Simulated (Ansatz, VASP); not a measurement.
# Two plane-wave programs on Ni

The input INCAR:

```
SYSTEM = Ni
PREC     = Accurate       ! precision mode
ENCUT    = 520            ! plane-wave cutoff, eV
EDIFF    = 1E-6           ! SCF threshold, eV
ISMEAR   = -1             ! smearing method
SIGMA    = 0.05           ! smearing width, eV
LREAL    = .FALSE.        ! projectors in reciprocal space
LASPH    = .TRUE.         ! aspherical terms in the spheres
NELM     = 150            ! most SCF steps
ALGO     = Normal         ! electronic algorithm
ISIF     = 2              ! what is computed and relaxed
LWAVE    = .FALSE.        ! write WAVECAR
LCHARG   = .FALSE.        ! write CHGCAR
ISPIN    = 2              ! spin polarisation
MAGMOM   = 0.702 0.702 0.71 0.71 ! initial moments
LORBIT   = 11             ! projections on sites
LMAXMIX  = 4              ! l up to which the mixer works
GGA      = RP             ! functional
NBANDS   = 32             ! bands
```

KPOINTS

```
regular mesh
0
G
  16 16 5
  0 0 0
```

File POSCAR:

```
Ni
1.0
    2.5779212992      0.0000000000      0.0000000000
   -1.2889606496      2.2325453340      0.0000000000
    0.0000000000      0.0000000000      8.4370345606
Ni
4
Direct
    0.0000000000      1.0000000000      1.0000000000
    0.0000000000      1.0000000000      0.5000000000
    0.3333333333      0.6666666667      0.2500000000
    0.6666666667      0.3333333333      0.7500000000
```

Input for Ansatz:

```yaml
crystal:
  lattice:
    - [2.5779212992, 0.0, 0.0]
    - [-1.2889606496, 2.232545334, 0.0]
    - [0.0, 0.0, 8.4370345606]
  atoms:
    - { symbol: Ni, position: [0.0, 1.0, 1.0], spin: 0.702 }
    - { symbol: Ni, position: [0.0, 1.0, 0.5], spin: 0.702 }
    - { symbol: Ni, position: [0.3333333333, 0.6666666667, 0.25], spin: 0.71 }
    - { symbol: Ni, position: [0.6666666667, 0.3333333333, 0.75], spin: 0.71 }
hamiltonian:
  xc: rpbe
  pseudopotentials:
    kind: paw
    azcp:
      Ni: "pseudopotentials/Ni.paw.azcp"
basis:
  ecutwfc: 420
  fft_grid_basis: typed
kpoints:
  mp_grid: { grid: [16, 16, 5], shift: [0, 0, 0] }
magnetization:
  spin_polarized: true
scf:
  occupations: { method: fermi_dirac, width: 0.05 }
  lower_state_search: "off"
output:
  stress: true
  write_density: true
  write_potential: true
  elf: true
  volumetric_format: npy
```

Alike in both runs: task single point; functional RPBE; k mesh 16 × 16 × 5; occupations fermi-dirac, width 0.05 eV; collinear spin.

|  | VASP | Ansatz |
| --- | --- | --- |
| version | VASP 6.6.1 | Ansatz 0.2.0 |
| potentials or method | VASP PAW PBE potentials, release 64 (Ni), cutoff 520 eV | plane waves (420 eV) with PAW, scalar-relativistic |
| valence electrons in the cell | 40 | 72 |

```tsv
	VASP	Ansatz	Ansatz less VASP
pressure (GPa)	-11.1	-11.4	-0.32
net moment per atom (μB)	0.67	0.69	+0.024
size of the moment on the site where the two differ most (μB)	0.69	0.73	+0.048
```

VASP's potentials were made for PBE, not for RPBE. Site moments also hang on the region over which each program counts them. VASP's potentials hold 40 valence electrons a cell and Ansatz's 72, so a difference there can come from the potentials and not from the codes.
